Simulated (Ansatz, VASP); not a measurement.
Two plane-wave programs on Cu

```
CELL_PARAMETERS angstrom
1.21930 -3.97759 0.00000
1.21930 3.97759 0.00000
0.00000 0.00000 2.47709
ATOMIC_POSITIONS crystal
Cu 0.13384 0.86616 0.25000
Cu 0.86616 0.13384 0.75000
```

Alike in both runs: functional r2SCAN; k mesh 18 × 18 × 16; occupations gaussian, width 0.1 eV; no spin polarisation.

Ansatz relaxed the structure, and its values are those at the end. VASP's run is a single point on that final structure, the one shown.

|  | VASP | Ansatz |
| --- | --- | --- |
| version | VASP 6.6.1 | Ansatz 0.2.0 |
| potentials or method | VASP PAW PBE potentials, release 64 (Cu), cutoff 520 eV | scalar-relativistic, plane waves, PAW |
| valence electrons in the cell | 22 | 38 |

Ansatz gave:

```
gap on the k mesh at the Fermi level (eV) : none
pressure (GPa)                            : 0.0
rms of the force components (eV/Å)        : 0.000
```

Question: Which values does VASP return?

Answer: gap on the k mesh at the Fermi level (eV): none; pressure (GPa): 0.7; rms of the force components (eV/Å): 0.006.

VASP's potentials were made for PBE, not for r2SCAN. A gap of «none» marks a metal or a gap that the smearing closes. VASP's potentials hold 22 valence electrons a cell and Ansatz's 38, so a difference there can come from the potentials and not from the codes.
